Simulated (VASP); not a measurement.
# Te4Pt3 (R-3m) in VASP: notebook

Te4Pt3 is run at these levels: PBEsol; tasks: single point.

All numbers are computed with VASP 6.6.1; they aren't measurements. Logs are shortened: lines on timing, memory, paths and dates and some standing lists are left out, and cuts for length are marked.

### 1 The cell of the first run

It takes space group R-3m (No. 166, trigonal). The conventional cell has a = 3.996 Å, b = 3.996 Å, c = 35.185 Å, α = 90.00°, β = 90.00°, γ = 120.00°. Within 3.6 Å of Te (site symmetry 3m) lie 6 Pt at 2.61 to 3.51 Å and 3 Te at 3.45 Å. Within 3.6 Å of Te (site symmetry 3m) lie 3 Pt at 2.68 Å and 6 Te at 3.45 to 3.58 Å. Pt (site symmetry -3m) has 6 Te at 2.68 Å within 3.5 Å. Within 3.6 Å of Pt (site symmetry 3m) lie 6 Te at 2.61 to 3.51 Å and 3 Pt at 2.72 Å.

### 2 Single point, PBEsol

File INCAR:

```
  PREC = Accurate
  ENCUT = 520
  EDIFF = 1E-6
  ISMEAR = 0
  SIGMA = 0.1
  LREAL = False
  LASPH = True
  NELM = 100
  ALGO = Normal
  ISIF = 2
  LWAVE = False
  LCHARG = False
  GGA = PS
  NBANDS = 36
```

File KPOINTS:

```
Automatic mesh
0
Gamma
  12 12 12
```

File POSCAR:

```
Te4Pt3
1.0
    1.9977783566      1.1534178719     11.7283551060
   -1.9977783566      1.1534178719     11.7283551060
    0.0000000000     -2.3068357439     11.7283551060
Te Pt
4 3
Direct
    0.4452064741      0.4452064741      0.4452064741
    0.5547935259      0.5547935259      0.5547935259
    0.2944755271      0.2944755271      0.2944755271
    0.7055244729      0.7055244729      0.7055244729
    0.0000000000      0.0000000000      0.0000000000
    0.1463152596      0.1463152596      0.1463152596
    0.8536847404      0.8536847404      0.8536847404
```

Potentials or basis: VASP PAW PBE potentials, release 64 (Te, Pt).

Launch:

```sh
$ cat potpaw_PBE.64/Te/POTCAR potpaw_PBE.64/Pt/POTCAR > POTCAR
$ mpirun -np 1 vasp_std > vasp.out
```

OUTCAR:

```text
PREC = Accurate
   ENCUT = 520
   EDIFF = 1E-6
   ISMEAR = 0
   LREAL = False
   LASPH = True
   NELM = 100
   ISIF = 2
   GGA = PS

 ion  position               nearest neighbor table
   1  0.445  0.445  0.445-   6 2.61   6 2.61   6 2.61   4 3.45   4 3.45   4 3.45   7 3.51   7 3.51
                             7 3.51
   2  0.555  0.555  0.555-   7 2.61   7 2.61   7 2.61   3 3.45   3 3.45   3 3.45   6 3.51   6 3.51
                             6 3.51
   3  0.294  0.294  0.294-   5 2.68   5 2.68   5 2.68   2 3.45   2 3.45   2 3.45   4 3.58   4 3.58
                             4 3.58
   4  0.706  0.706  0.706-   5 2.68   5 2.68   5 2.68   1 3.45   1 3.45   1 3.45   3 3.58   3 3.58
                             3 3.58
   5  0.000  0.000  0.000-   4 2.68   3 2.68   4 2.68   4 2.68   3 2.68   3 2.68
   6  0.146  0.146  0.146-   1 2.61   1 2.61   1 2.61   7 2.72   7 2.72   7 2.72   2 3.51   2 3.51
                             2 3.51
   7  0.854  0.854  0.854-   2 2.61   2 2.61   2 2.61   6 2.72   6 2.72   6 2.72   1 3.51   1 3.51
                             1 3.51

  LATTYP: Found a trigonal (rhomboedric) cell.
 ALAT       =    11.9530667463
 COS(alpha) =     0.9441316412

  Lattice vectors:

 A1 = (   1.9977783566,   1.1534178719,  11.7283551060)
 A2 = (  -1.9977783566,   1.1534178719,  11.7283551060)
 A3 = (   0.0000000000,  -2.3068357439,  11.7283551060)

Analysis of symmetry for initial positions (statically):
=====================================================================
 Subroutine PRICEL returns:
 Original cell was already a primitive cell.

 Routine SETGRP: Setting up the symmetry group for a
 trigonal (rhombohedral) supercell.

 Subroutine GETGRP returns: Found 12 space group operations
 (whereof 12 operations were pure point group operations)
 out of a pool of 12 trial point group operations.

The static configuration has the point symmetry D_3d.

Analysis of symmetry for dynamics (positions and initial velocities):
=====================================================================
 Subroutine PRICEL returns:
 Original cell was already a primitive cell.

 Routine SETGRP: Setting up the symmetry group for a
 trigonal (rhombohedral) supercell.

 Subroutine GETGRP returns: Found 12 space group operations
 (whereof 12 operations were pure point group operations)
 out of a pool of 12 trial point group operations.

The dynamic configuration has the point symmetry D_3d.

 Subroutine INISYM returns: Found 12 space group operations
 (whereof 12 operations are pure point group operations),
 and found     1 'primitive' translations

----------------------------------------------------------------------------------------

                                     Primitive cell

  volume of cell :     162.1520

  direct lattice vectors                    reciprocal lattice vectors
     1.997778357  1.153417872 11.728355106     0.250278014  0.144498079  0.028421149
    -1.997778357  1.153417872 11.728355106    -0.250278014  0.144498079  0.028421149
     0.000000000 -2.306835744 11.728355106     0.000000000 -0.288996158  0.028421149

  length of vectors
    11.953066746 11.953066746 11.953066746     0.290390325  0.290390325  0.290390325

  position of ions in fractional coordinates (direct lattice)
     0.445206474  0.445206474  0.445206474
     0.554793526  0.554793526  0.554793526
     0.294475527  0.294475527  0.294475527
     0.705524473  0.705524473  0.705524473
     0.000000000  0.000000000  0.000000000
     0.146315260  0.146315260  0.146315260
     0.853684740  0.853684740  0.853684740

  ion indices of the primitive-cell ions
   primitive index   ion index
                 1           1
                 2           2
                 3           3
                 4           4
                 5           5
                 6           6
                 7           7

----------------------------------------------------------------------------------------

 KPOINTS: Automatic mesh

Automatic generation of k-mesh.
 Grid dimensions read from file:
 generate k-points for:   12   12   12

 Generating k-lattice:

  Cartesian coordinates                     Fractional coordinates (reciprocal lattice)
     0.020856501  0.012041507  0.002368429     0.083333333  0.000000000  0.000000000
    -0.020856501  0.012041507  0.002368429     0.000000000  0.083333333  0.000000000
     0.000000000 -0.024083013  0.002368429     0.000000000  0.000000000  0.083333333

  Length of vectors
     0.024199194  0.024199194  0.024199194

  Shift w.r.t. Gamma in fractional coordinates (k-lattice)
     0.000000000  0.000000000  0.000000000

 Subroutine IBZKPT returns following result:
 ===========================================

 Found    189 irreducible k-points:

 Following reciprocal coordinates:
            Coordinates               Weight
  0.000000  0.000000  0.000000      1.000000
  0.083333 -0.000000  0.000000      6.000000
  0.166667  0.000000  0.000000      6.000000
  0.250000 -0.000000 -0.000000      6.000000
  0.333333  0.000000  0.000000      6.000000
  0.416667  0.000000 -0.000000      6.000000
[... 16 lines left out ...]
  0.500000  0.166667 -0.000000     12.000000
 -0.416667  0.166667  0.000000     12.000000
 [... further k-points ...]
   k-points           NKPTS =    189   k-points in BZ     NKDIM =    189   number of bands    NBANDS=     36
   number of dos      NEDOS =    301   number of ions     NIONS =      7
   total plane-waves  NPLWV = 729000
   dimension x,y,z NGX =    90 NGY =   90 NGZ =   90
   dimension x,y,z NGXF=   180 NGYF=  180 NGZF=  180
   ions per type =               4   3
   NGX,Y,Z   is equivalent  to a cutoff of  12.52, 12.52, 12.52 a.u.
   NGXF,Y,Z  is equivalent  to a cutoff of  25.03, 25.03, 25.03 a.u.
 SYSTEM =  unknown system
   PREC   = accura    normal or accurate (medium, high low for compatibility)
   ISTART =      0    job   : 0-new  1-cont  2-samecut
   ICHARG =      2    charge: 1-file 2-atom 10-const
   ISPIN  =      1    spin polarized calculation?
   LNONCOLLINEAR =      F non collinear calculations
   LSORBIT =      F    spin-orbit coupling
   LASPH  =      T    aspherical Exc in radial PAW
   ENCUT  =  520.0 eV  38.22 Ry    6.18 a.u.  22.22 22.22 22.22*2*pi/ulx,y,z
   NELM   =    100;   NELMIN=  2; NELMDL= -5     # of ELM steps
   EDIFF  = 0.1E-05   stopping-criterion for ELM
   LREAL  =      F    real-space projection
[... 7 lines left out ...]
   TEBEG  =    0.0;   TEEND  =   0.0 temperature during run
   PSTRESS=    0.0 pullay stress
   NELECT =      54.0000    total number of electrons
   NUPDOWN=      -1.0000    fix difference up-down
   EMIN   =  10.00;   EMAX   =-10.00  energy-range for DOS
   EFERMI =   0.00;   METHOD = LEGACY
   ISMEAR =     0;   SIGMA  =   0.10  broadening in eV -4-tet -1-fermi 0-gaus
   EFERMI_NEDOS =   21; number of points for ismear=-14 and -15
   IALGO  =     38    algorithm
   IMIX   =      4    mixing-type and parameters
     AMIX     =   0.40;   BMIX     =  1.00
     AMIX_MAG =   1.60;   BMIX_MAG =  1.00
  volume/ion in A,a.u.               =      23.16       156.32
  Fermi-wavevector in a.u.,A,eV,Ry     =   1.134746  2.144359 17.519519  1.287648
  Thomas-Fermi vector in A             =   2.271450
   LORBIT       =      0    0 simple, 1 ext, 2 COOP (PROOUT), +10 PAW based schemes
   GGA     = PS    functional components
   LHFCALC =     F    Hartree Fock is set to
   AEXX    =    0.0000 exact exchange contribution
   IVDW    =     0    specifies the selected vdW correction
   LEPSILON=     F    determine dielectric tensor
   LRPA    =     F    only Hartree local field effects (RPA)
 non-spin polarized calculation
 Gauss-broadening in eV      SIGMA  =   0.10
  energy-cutoff  :      520.00
  volume of cell :      162.15
 maximum number of plane-waves:      4411
 NGX is ok and might be reduce to    90
   NGX = 45   NGY = 45   NGZ = 45

 number of electron      54.0000000 magnetization

 Free energy of the ion-electron system (eV)
  ---------------------------------------------------
  ext. energy  EPLUGINS =         0.00000000
  ---------------------------------------------------
  free energy    TOTEN  =       -37.72370908 eV

  energy without entropy =      -37.71361308  energy(sigma->0) =      -37.71866108

 E-fermi :   8.4793     XC(G=0): -10.9439

 val. band max:        8.4772767130   @ k =   0.5000   0.4167   0.1667
 cond. band min:       8.4855905582   @ k =   0.4167   0.4167   0.0833
 fundamental gap:      0.0083138452
 Fermi energy:         8.4793154439

 k-point     1 :       0.0000    0.0000    0.0000
  band No.  band energies     occupation
      1      -5.2695      2.00000
      2      -4.3148      2.00000
      3      -4.2018      2.00000
      4      -2.5498      2.00000
      5       1.6623      2.00000
      6       2.9212      2.00000
[... 28 lines left out ...]
     35      13.3687      0.00000
     36      14.0981      0.00000

 k-point     2 :       0.0833   -0.0000    0.0000
  band No.  band energies     occupation
      1      -5.1933      2.00000
      2      -4.2613      2.00000
      3      -4.1419      2.00000
      4      -2.5584      2.00000
      5       1.7411      2.00000
      6       2.8384      2.00000
[... 28 lines left out ...]
     35      13.6220      0.00000
     36      13.7433      0.00000

 k-point     3 :       0.1667    0.0000    0.0000
  band No.  band energies     occupation
      1      -4.9712      2.00000
      2      -4.1063      2.00000
      3      -3.9738      2.00000
      4      -2.5841      2.00000
      5       1.9457      2.00000
      6       2.6588      2.00000
[... 28 lines left out ...]
     35      13.8198      0.00000
     36      14.2670      0.00000

 k-point     4 :       0.2500   -0.0000   -0.0000
  band No.  band energies     occupation
      1      -4.6251      2.00000
      2      -3.8710      2.00000
      3      -3.7316      2.00000
      4      -2.6311      2.00000
      5       2.1601      2.00000
      6       2.4588      2.00000
[... 28 lines left out ...]
     35      13.5795      0.00000
     36      13.9590      0.00000

 k-point     5 :       0.3333    0.0000    0.0000
  band No.  band energies     occupation
      1      -4.1983      2.00000
      2      -3.6031      2.00000
      3      -3.4694      2.00000
      4      -2.7130      2.00000
      5       2.0394      2.00000
      6       2.2287      2.00000
[... 655 lines left out ...]
 k-point    22 :       0.4167    0.1667   -0.0000
  band No.  band energies     occupation
      1      -4.0201      2.00000
      2      -3.5849      2.00000
      3      -3.2824      2.00000
      4      -2.7500      2.00000
      5       2.0540      2.00000
      6       2.3683      2.00000
[... 28 lines left out ...]
     35      14.2708      0.00000
     36      14.3289      0.00000

 k-point    23 :       0.5000    0.1667   -0.0000
  band No.  band energies     occupation
      1      -3.6366      2.00000
      2      -3.3243      2.00000
      3      -3.1748      2.00000
      4      -2.8460      2.00000
      5       1.9938      2.00000
      6       2.0402      2.00000
[... 28 lines left out ...]
     35      14.1187      0.00000
     36      14.2284      0.00000

 k-point    24 :      -0.4167    0.1667    0.0000
  band No.  band energies     occupation
      1      -3.4279      2.00000
      2      -3.2638      2.00000
      3      -3.0702      2.00000
      4      -2.9620      2.00000
      5       1.8676      2.00000
      6       2.0142      2.00000
[... 28 lines left out ...]
     35      14.0502      0.00000
     36      14.1836      0.00000

 [... further k-points ...]
[... 5 lines left out ...]
  --------------------------------------------------------------------------------------
  -------------------------------------------------------------------------------------
  Total       -0.1306662     -0.1306662     -0.1002805      0.0000000      0.0000000      0.0000000
  in kB       -1.2910750     -1.2910750     -0.9908424      0.0000000      0.0000000      0.0000000
  external PRESSURE =      -1.1909974 kB  Pullay stress =       0.0000000 kB

 VOLUME and BASIS-vectors are now :
 -----------------------------------------------------------------------------
  energy-cutoff  :      520.00
  volume of cell :      162.15
      direct lattice vectors                 reciprocal lattice vectors
     1.997778357  1.153417872 11.728355106     0.250278014  0.144498079  0.028421149
    -1.997778357  1.153417872 11.728355106    -0.250278014  0.144498079  0.028421149
     0.000000000 -2.306835744 11.728355106     0.000000000 -0.288996158  0.028421149

 POSITION                                       TOTAL-FORCE (eV/Angst)
 -----------------------------------------------------------------------------------
      0.00000     -0.00000     15.66462         0.000000     -0.000000      0.006435
      0.00000     -0.00000     19.52045         0.000000      0.000000     -0.006435
      0.00000     -0.00000     10.36114         0.000000     -0.000000      0.000215
      0.00000     -0.00000     24.82392         0.000000      0.000000     -0.000215
      0.00000      0.00000      0.00000         0.000000     -0.000000      0.000000
      0.00000     -0.00000      5.14811         0.000000     -0.000000      0.002367
      0.00000     -0.00000     30.03695         0.000000      0.000000     -0.002367
 -----------------------------------------------------------------------------------
    total drift:                               -0.000000      0.000000      0.000000

  FREE ENERGIE OF THE ION-ELECTRON SYSTEM (eV)
  ---------------------------------------------------
  free  energy   TOTEN  =       -37.7237090804 eV

  energy  without entropy=      -37.7136130786  energy(sigma->0) =      -37.71866108
```

Run time: 1.5 h. Hardware: 1 thread of Intel Xeon 6975P-C (Granite Rapids), shared host; peak memory 1.9 GiB.

Results:

```
Free energy            : -37.7237 eV
Pressure               : -0.1 GPa
Largest force          : 0.006 eV/Å
Band gap on the k mesh : zero (bands 27 and 28 overlap by 2.31 eV)
```

Forces in eV/Å, atoms in the order of the input:
```
Te   0.000  0.000  0.006
Te   0.000  0.000 -0.006
Te   0.000  0.000  0.000
Te   0.000  0.000  0.000
Pt   0.000  0.000  0.000
Pt   0.000  0.000  0.002
Pt   0.000  0.000 -0.002
```

Levels at points of the mesh, in eV from the Fermi level:
| k point | band 25 | band 26 | band 27 | band 28 | band 29 | band 30 |
| --- | --- | --- | --- | --- | --- | --- |
| (0.00, 0.00, 0.00) | 0.64 | 0.64 | 1.27 | 2.04 | 2.04 | 2.25 |
| (0.50, 0.00, 0.00) | -1.75 | -1.64 | -0.88 | -0.56 | 0.87 | 1.68 |
| (0.50, 0.50, 0.00) | -1.74 | -1.59 | -1.39 | 0.11 | 0.94 | 1.34 |
| (0.50, 0.50, 0.50) | 0.13 | 0.86 | 0.86 | 1.48 | 1.48 | 2.69 |

Caveat: the PAW data sets were made with another functional, which shifts forces and pressure a little; spin-orbit coupling is left out, which moves the levels of the heavy elements.

### 3 Single point, PBEsol

This run uses another cell than the first one, of 23.21 Å³/atom.

File INCAR:

```
SYSTEM = Te4Pt3
ALGO = Normal
EDIFF = 1E-6
ENCUT = 520
GGA = PS
ISIF = 2
ISMEAR = 0
LASPH = .TRUE.
LCHARG = .FALSE.
LREAL = .FALSE.
LWAVE = .FALSE.
NBANDS = 36
NELM = 100
PREC = Accurate
SIGMA = 0.1
```

File KPOINTS:

```
k-points
0
G
  6 6 6
  0 0 0
```

File POSCAR:

```
Te4Pt3
1.0
    1.9940001493      1.1512365230     11.7966700000
   -1.9940001493      1.1512365230     11.7966700000
    0.0000000000     -2.3024730460     11.7966700000
Te Pt
4 3
Direct
    0.4430000000      0.4430000000      0.4430000000
    0.5570000000      0.5570000000      0.5570000000
    0.2950000000      0.2950000000      0.2950000000
    0.7050000000      0.7050000000      0.7050000000
    0.0000000000      0.0000000000      0.0000000000
    0.1460000000      0.1460000000      0.1460000000
    0.8540000000      0.8540000000      0.8540000000
```

Potentials or basis: VASP PAW PBE potentials, release 64 (Te, Pt).

Launch:

```sh
$ cat potpaw_PBE.64/Te/POTCAR potpaw_PBE.64/Pt/POTCAR > POTCAR
$ mpirun -np 1 vasp_std > vasp.out
```

Wall time 14 min (1 thread of Intel Xeon 6975P-C (Granite Rapids), shared host); peak memory 1.3 GiB.

The run converged. Its results:

| Quantity | Value |
| --- | --- |
| Free energy | -37.6568 eV |
| Pressure | -1.3 GPa |
| Largest force | 0.746 eV/Å |
| Band gap on the k mesh | zero (bands 27 and 28 overlap by 2.06 eV) |

Forces in eV/Å, atoms in the order of the input:
```
Te   0.000  0.000  0.746
Te   0.000  0.000 -0.746
Te   0.000  0.000 -0.080
Te   0.000  0.000  0.080
Pt   0.000  0.000  0.000
Pt   0.000  0.000 -0.198
Pt   0.000  0.000  0.198
```

Stress tensor (GPa, compression positive):
```
-1.25  0.00  0.00
 0.00 -1.25  0.00
 0.00  0.00 -1.50
```

Levels at points of the mesh, in eV from the Fermi level:
| k point | band 25 | band 26 | band 27 | band 28 | band 29 | band 30 |
| --- | --- | --- | --- | --- | --- | --- |
| (0.00, 0.00, 0.00) | 0.59 | 0.59 | 1.20 | 2.05 | 2.05 | 2.13 |
| (0.50, 0.00, 0.00) | -1.64 | -1.45 | -0.88 | -0.62 | 0.84 | 1.71 |
| (0.50, 0.50, 0.00) | -1.64 | -1.60 | -1.19 | 0.07 | 0.85 | 1.35 |
| (0.50, 0.50, 0.50) | -0.01 | 0.84 | 0.84 | 1.40 | 1.40 | 2.64 |

Caveat: the PAW data sets were made with another functional, which shifts forces and pressure a little; spin-orbit coupling is left out, which moves the levels of the heavy elements.

The gap in the log of VASP goes by the Fermi energy; the results here count the filled bands.